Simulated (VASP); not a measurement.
Here is a VASP 6.6.1 calculation.

File INCAR:

```
  PREC = Accurate
  ENCUT = 540
  EDIFF = 1E-7
  ISMEAR = -1
  SIGMA = 0.02
  LREAL = False
  LASPH = True
  NELM = 120
  ALGO = Normal
  ISIF = 3
  LWAVE = False
  LCHARG = False
  GGA = CA
  IBRION = 2
  NSW = 70
  EDIFFG = -0.005
  GGA_COMPAT = False
  NELMIN = 4
```

File KPOINTS:

```
regular mesh
0
Gamma
  9 9 9
```

POSCAR

```
CdS
1.0
    0.0000000000      2.7532440000      2.7532440000
    2.7532440000      0.0000000000      2.7532440000
    2.7532440000      2.7532440000      0.0000000000
Cd S
1 1
Direct
    0.0000000000      0.0000000000      0.0000000000
    0.5000000000      0.5000000000      0.5000000000
```

Potentials or basis: VASP PAW LDA potentials, release 64 (Cd_sv_GW, S).

Command:

```sh
$ cat potpaw_LDA.64/Cd_sv_GW/POTCAR potpaw_LDA.64/S/POTCAR > POTCAR
$ mpirun -np 1 vasp_std > vasp.out
```

What does it give for the relaxed cell?

a = 3.768 Å, b = 3.768 Å, c = 3.768 Å, α = 60.00°, β = 60.00°, γ = 60.00°.

Estimate the relaxed volume.

18.91 Å³/atom.

Estimate the space group after relaxing (to 0.05 Å).

Fm-3m (No. 225).

Final structure:
```yaml
crystal:
  lattice:
    - [0.00000, 2.66433, 2.66433]
    - [2.66433, 0.00000, 2.66433]
    - [2.66433, 2.66433, 0.00000]
  atoms:
    - { symbol: Cd, position: [0.00000, 0.00000, 0.00000] }
    - { symbol: S, position: [0.50000, 0.50000, 0.50000] }
```
